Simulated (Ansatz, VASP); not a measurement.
# One calculation of Zr, two programs

Contents of INCAR:

```
PREC     = Accurate       # precision mode
ENCUT    = 520            # plane-wave cutoff, eV
EDIFF    = 1E-8           # SCF threshold, eV
ISMEAR   = -1             # smearing method
SIGMA    = 0.08           # smearing width, eV
LREAL    = F              # projectors in reciprocal space
LASPH    = T              # aspherical terms in the spheres
NELM     = 80             # most SCF steps
ALGO     = Normal         # electronic algorithm
ISIF     = 2              # what is computed and relaxed
LWAVE    = F              # write WAVECAR
LCHARG   = F              # write CHGCAR
GGA      = PE             # functional
LEFG     = T            
NBANDS   = 12             # bands
```

KPOINTS

```
regular mesh
0
Gamma
  14 14 14
```

File POSCAR:

```
Zr
1.0
   -1.7919000000      1.7919000000      1.8100000000
    1.7919000000     -1.7919000000      1.8100000000
    1.7919000000      1.7919000000     -1.8100000000
Zr
1
Direct
    0.0000000000      0.0000000000      0.0000000000
```

Input for Ansatz:

```yaml
crystal:
  lattice:
    - [-1.7919, 1.7919, 1.81]
    - [1.7919, -1.7919, 1.81]
    - [1.7919, 1.7919, -1.81]
  atoms:
    - { symbol: Zr, position: [0.0, 0.0, 0.0] }
kpoints:
  mp_grid: { grid: [14, 14, 14] }
scf:
  occupations: { method: fermi_dirac, width: 0.08 }
hamiltonian:
  xc: pbe
  pseudopotentials: { kind: paw }
output:
  forces: true
  stress: true
  eigenvalues: true
  efg: { contact_densities: true }
```

Change from the starting cell: equal xx and yy strain of -1 %, PAW files.

Alike in both runs: task electric field gradients; functional PBE; k mesh 14 × 14 × 14; occupations fermi-dirac, width 0.08 eV; no spin polarisation.

```csv
,VASP,Ansatz
version,VASP 6.6.1,Ansatz 0.2.0
potentials or method,"VASP PAW PBE potentials, release 64 (Zr_sv)","PAW with Ansatz's default frozen-core files, scalar-relativistic"
plane-wave cutoff (eV),520,420
valence electrons in the cell,12,12
```

|  | VASP | Ansatz | Ansatz less VASP |
| --- | --- | --- | --- |
| pressure (GPa) | -1.4 | -1.4 | -0.03 |
| traceless stress, the component that is largest in VASP (GPa) | 0.07 | 0.07 | 0.000 |
| size of Vzz on the site where it differs most (V/Å²) | 0.6 | 0.6 | -0.06 |
